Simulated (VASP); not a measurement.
A run of VASP 6.6.1:

POSCAR

```
KBr
1.0
    0.0000000000      3.6882992921      3.6882992921
    3.6882992921      0.0000000000      3.6882992921
    3.6882992921      3.6882992921      0.0000000000
K Br
1 1
Direct
    0.0000000000      0.0000000000      0.0000000000
    0.2500000000      0.2500000000      0.2500000000
```

The input INCAR.step1:

```
SYSTEM = KBr
ALGO = Normal ; EDIFF = 1E-4
ENCUT = 520 ; GGA = PE
ISMEAR = 0 ; LASPH = .True.
LCHARG = .False. ; LREAL = .False.
LWAVE = .True. ; NBANDS = 15
NELM = 100 ; PREC = Accurate
SIGMA = 0.01
```

Contents of INCAR.step2:

```
SYSTEM = KBr
ALGO = Normal ; EDIFF = 1E-7
ENCUT = 520 ; ISIF = 2
ISMEAR = 0 ; ISTART = 1
LASPH = .True. ; LCHARG = .False.
LMIXTAU = .True. ; LREAL = .False.
LWAVE = .False. ; METAGGA = R2SCAN
NBANDS = 15 ; NELM = 100
PREC = Accurate ; SIGMA = 0.01
```

File KPOINTS:

```
k-points
0
Gamma
  4 4 4
  0 0 0
```

Potentials or basis: VASP PAW PBE potentials, release 64 (K_sv, Br).

Run with:

```bash
$ cat potpaw_PBE.64/K_sv/POTCAR potpaw_PBE.64/Br/POTCAR > POTCAR
$ cp INCAR.step1 INCAR
$ mpirun -np 1 vasp_std > vasp.out
$ cp INCAR.step2 INCAR
$ mpirun -np 1 vasp_std > vasp.out
```

Hardware: 1 thread of Intel(R) Xeon(R) 6975P-C (Granite Rapids), on a shared host.

Question: How long does it take, and how much memory?

Answer: Run time: 32 s on 1 thread of Intel(R) Xeon(R) 6975P-C (Granite Rapids), with other jobs on the host, peak memory 0.25 GiB. Counts: k points 8.
